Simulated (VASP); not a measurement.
# Cl (I4_1/amd) in VASP: a series of runs, part 2 of 2

VASP 6.6.1. Earlier steps stand in the parts before.

## Step 3: Single point, PBE

This run uses another cell than the first one, of 13.77 Å³/atom.

File INCAR:

```
ALGO = Normal ; EDIFF = 1E-6
ENCUT = 520 ; GGA = PE
ISIF = 2 ; ISMEAR = -1
LASPH = T ; LCHARG = F
LREAL = F ; LWAVE = F
NBANDS = 14 ; NELM = 60
PREC = Accurate ; SIGMA = 0.08
```

File KPOINTS:

```
k-points
0
Gamma
  16 16 16
```

File POSCAR:

```
Cl
1.0
   -2.2534947831      2.2534947831      1.3561405666
    2.2534947831     -2.2534947831      1.3561405666
    2.2534947831      2.2534947831     -1.3561405666
Cl
2
Direct
   -0.3750000000     -0.1250000000     -0.2500000000
    0.3750000000      0.1250000000      0.2500000000
```

Potentials or basis: VASP PAW PBE potentials, release 64 (Cl).

Command:

```bash
> cat potpaw_PBE.64/Cl/POTCAR > POTCAR
> mpirun -np 1 vasp_std > vasp.out
```

Run time: 69 s. Hardware: 1 thread of AMD EPYC 9R45 (Zen 5), shared host; peak memory 0.19 GiB.

The run converged. Its results:

| Property | Result |
| --- | --- |
| Free energy | 0.0220 eV |
| Pressure | 57.6 GPa |
| Band gap on the k mesh | zero (bands 7 and 8 overlap by 4.46 eV) |

Stress tensor (GPa, compression positive):
```
57.49  0.00  0.00
 0.00 57.49  0.00
 0.00  0.00 57.98
```

Levels at points of the mesh, in eV from the Fermi level:
```
           k point  band 5  band 6  band 7  band 8  band 9  band 10
(0.00, 0.00, 0.00)   -0.64   -0.48    0.89    0.89    3.49    10.32
(0.50, 0.00, 0.00)   -6.11   -2.51   -0.94   -0.77    7.94     8.15
(0.50, 0.50, 0.00)   -3.42   -3.42   -0.20   -0.20    8.35     8.35
(0.50, 0.50, 0.50)   -1.26   -1.26    2.80    2.80   10.83    10.83
```

Caveat: the cell stands under pressure.

## Step 4: Single point, PBE (13.77 Å³/atom)

This run uses another cell than the first one, of 13.77 Å³/atom.

File INCAR:

```
SYSTEM = Cl
PREC = Accurate
ENCUT = 520
EDIFF = 1E-6
ISMEAR = -1
SIGMA = 0.08
LREAL = .FALSE.
LASPH = .TRUE.
NELM = 100
ALGO = Normal
ISIF = 2
LWAVE = .FALSE.
LCHARG = .FALSE.
GGA = PE
NBANDS = 14
```

File KPOINTS:

```
regular mesh
0
G
  16 16 16
  0 0 0
```

POSCAR is that of step 3.

Command:

```bash
> cat potpaw_PBE.64/Cl/POTCAR > POTCAR
> mpirun -np 1 vasp_std > vasp.out
```

Wall time 68 s (1 thread of AMD EPYC 9R45 (Zen 5), shared host); peak memory 0.2 GiB.

The run converged. Its results:

```yaml
Free_energy: 0.0220 eV
Pressure: 57.6 GPa
Band_gap_on_the_k_mesh: zero (bands 7 and 8 overlap by 4.46 eV)
```

Stress tensor (GPa, compression positive):
```
57.49  0.00  0.00
 0.00 57.49  0.00
 0.00  0.00 57.98
```

Levels at points of the mesh, in eV from the Fermi level:
| k point | band 3 | band 4 | band 5 | band 6 | band 7 | band 8 | band 9 | band 10 | band 11 | band 12 |
| --- | --- | --- | --- | --- | --- | --- | --- | --- | --- | --- |
| (0.00, 0.00, 0.00) | -7.00 | -7.00 | -0.64 | -0.48 | 0.89 | 0.89 | 3.49 | 10.32 | 10.49 | 10.58 |
| (0.50, 0.00, 0.00) | -7.84 | -6.99 | -6.11 | -2.51 | -0.94 | -0.77 | 7.94 | 8.15 | 10.58 | 13.22 |
| (0.50, 0.50, 0.00) | -4.55 | -4.55 | -3.42 | -3.42 | -0.20 | -0.20 | 8.35 | 8.35 | 12.14 | 12.14 |
| (0.50, 0.50, 0.50) | -9.86 | -9.86 | -1.26 | -1.26 | 2.80 | 2.80 | 10.83 | 10.83 | 15.32 | 15.32 |

Caveat: the cell stands under pressure.

## Step 5: Single point, PBE

This run uses another cell than the first one, of 16.28 Å³/atom.

File INCAR:

```
PREC     = Accurate       # precision mode
ENCUT    = 520            # plane-wave cutoff, eV
EDIFF    = 1E-6           # SCF threshold, eV
ISMEAR   = -1             # smearing method
SIGMA    = 0.08           # smearing width, eV
LREAL    = F              # projectors in reciprocal space
LASPH    = T              # aspherical terms in the spheres
NELM     = 60             # most SCF steps
ALGO     = Normal         # electronic algorithm
ISIF     = 2              # what is computed and relaxed
LWAVE    = F              # write WAVECAR
LCHARG   = T              # write CHGCAR
GGA      = PE             # functional
LELF     = T              # ELF
LVHAR    = T            
NBANDS   = 14             # bands
```

File KPOINTS:

```
regular mesh
0
Gamma
  16 16 16
```

File POSCAR:

```
Cl
1.0
   -2.3690190624      2.3690190624      1.4502116108
    2.3690190624     -2.3690190624      1.4502116108
    2.3690190624      2.3690190624     -1.4502116108
Cl
2
Direct
   -0.3750000000     -0.1250000000     -0.2500000000
    0.3750000000      0.1250000000      0.2500000000
```

Command:

```bash
> cat potpaw_PBE.64/Cl/POTCAR > POTCAR
> mpirun -np 1 vasp_std > vasp.out
```

Wall time 77 s (1 thread of AMD EPYC 9R45 (Zen 5), shared host); peak memory 0.21 GiB.

Results (log left out):

| Property | Result |
| --- | --- |
| Free energy | -1.2789 eV |
| Pressure | 28.5 GPa |
| Band gap on the k mesh | zero (bands 7 and 8 overlap by 3.34 eV) |

Stress tensor (GPa, compression positive):
```
28.42  0.00  0.00
 0.00 28.42  0.00
 0.00  0.00 28.69
```

Levels at points of the mesh, in eV from the Fermi level:
```tsv
k point	band 3	band 4	band 5	band 6	band 7	band 8	band 9	band 10	band 11	band 12
(0.00, 0.00, 0.00)	-5.78	-5.78	-0.80	-0.68	0.60	0.60	4.85	9.74	10.73	10.88
(0.50, 0.00, 0.00)	-6.46	-5.84	-4.91	-2.15	-0.91	-0.33	8.18	8.48	10.83	13.44
(0.50, 0.50, 0.00)	-3.77	-3.77	-3.08	-3.08	-0.32	-0.32	8.75	8.75	12.02	12.02
(0.50, 0.50, 0.50)	-8.08	-8.08	-1.20	-1.20	2.05	2.05	10.43	10.43	14.74	14.74
```

Caveat: the cell stands under pressure.

## Step 6: Summary

| cell | gap on the mesh (eV) | pressure (GPa) |
| --- | --- | --- |
| a = 3.425 Å, angles 95.5, 95.5, 143.8°, 2 atoms | none | 119.0 |
| a = 3.463 Å, angles 98.8, 98.8, 133.9°, 2 atoms | none | 57.6 |
| a = 3.651 Å, angles 99.1, 99.1, 133.2°, 2 atoms | none | 28.5 |

Alike in all rows: task single point; level PBE; potentials or basis VASP PAW PBE potentials, release 64 (Cl); no spin polarisation; k mesh 16 × 16 × 16; cutoff (eV) 520; smearing fermi-dirac 0.08 eV.

Caveats: the cell stands under pressure.

Absolute energies hang on the potentials; compare differences alone.
